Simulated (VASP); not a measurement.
Runs of VASP 6.6.1 on Ir. The structure is that of space group Pm-3m (No. 221), or close to it. The cells are those of the table. This isn't the form of Ir at room conditions, which is fcc.

```tsv
task	spin	cell	k mesh	cutoff (eV)	smearing	gap on the mesh (eV)	pressure (GPa)	moment (μB)
single point	collinear	a = 2.586 Å, 1 atom	20 × 20 × 20	520	fermi-dirac 0.05 eV	none	-8.6	0.00
single point	off	a = 2.553 Å, 1 atom	20 × 20 × 20	520	fermi-dirac 0.1 eV	none	(a)	-
relaxation of cell and atoms	off	relaxed from a = 2.482 Å, 1 atom	13 × 13 × 13	600	fermi-dirac 0.1 eV	none	0.0	-
single point	off	a = 2.553 Å, 1 atom	13 × 13 × 13	520	fermi-dirac 0.1 eV	none	1.6	-
single point	collinear	a = 2.651 Å, 1 atom	20 × 20 × 20	520	fermi-dirac 0.05 eV	none	-22.2	0.00
```

Alike in all rows: level r2SCAN; potentials or basis VASP PAW PBE potentials, release 64 (Ir).

Estimate the missing entries.

(a) 1.2.

Caveats: the PAW data sets were made with another functional, which shifts forces and pressure a little; spin-orbit coupling is left out, which moves the levels of the heavy elements; the cell stands under tension (at least some runs).

A k mesh can miss the band edges, and the runs leave out spin-orbit coupling on Ir.

A gap of «none» marks levels without a gap at the run's occupations.
